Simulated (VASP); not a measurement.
A run of VASP 6.6.1 is set up as follows.

POSCAR

```
SiC
1.0
    0.0000000000      2.1790000000      2.1790000000
    2.1790000000      0.0000000000      2.1790000000
    2.1790000000      2.1790000000      0.0000000000
Si C
1 1
Direct
    0.0000000000      0.0000000000      0.0000000000
    0.2500000000      0.2500000000      0.2500000000
```

The input INCAR.step1:

```
PREC = Accurate
ENCUT = 500
EDIFF = 1E-8
ISMEAR = 0
SIGMA = 0.01
LREAL = False
LASPH = True
NELM = 80
ALGO = Normal
LWAVE = True
LCHARG = False
GGA = PE
```

Contents of INCAR.step2:

```
PREC = Accurate
ENCUT = 500
EDIFF = 1E-8
ISMEAR = 0
SIGMA = 0.01
LREAL = False
LASPH = True
NELM = 1
ALGO = Exact
LWAVE = True
LCHARG = False
GGA = PE
NBANDS = 404
LOPTICS = True
ISTART = 1
```

File INCAR.step3:

```
PREC = Accurate
ENCUT = 500
EDIFF = 1E-8
ISMEAR = 0
SIGMA = 0.01
LREAL = False
LASPH = True
ALGO = EVGW0
LWAVE = False
LCHARG = False
GGA = PE
NELMGW = 1
NBANDS = 404
ENCUTGW = 200
NOMEGA = 48
PRECFOCK = Fast
ISTART = 1
NBANDSGW = 12
```

Contents of KPOINTS:

```
Automatic mesh
0
Gamma
  2 2 2
```

Potentials or basis: VASP PAW PBE potentials, release 64 (Si_GW, C_GW).

Run with:

```bash
$ cat potpaw_PBE.64/Si_GW/POTCAR potpaw_PBE.64/C_GW/POTCAR > POTCAR
$ cp INCAR.step1 INCAR
$ mpirun -np 1 vasp_std > vasp.out
$ cp INCAR.step2 INCAR
$ mpirun -np 1 vasp_std > vasp.out
$ cp INCAR.step3 INCAR
$ mpirun -np 1 vasp_std > vasp.out
```

Question: Predict the quasiparticle gap.

Answer: 1.59 eV.

Question: Estimate the least direct quasiparticle gap.

Answer: 5.11 eV.

Question: Estimate the band gap on the k mesh, mean-field level.

Answer: 0.94 eV, indirect (least direct gap 4.30 eV).

Caveat: the k points lie up to 1.25 Å⁻¹ apart; bands, screening cutoff and mesh are small and nothing is extrapolated, so the quasiparticle values aren't converged. A k mesh can miss the band edges.
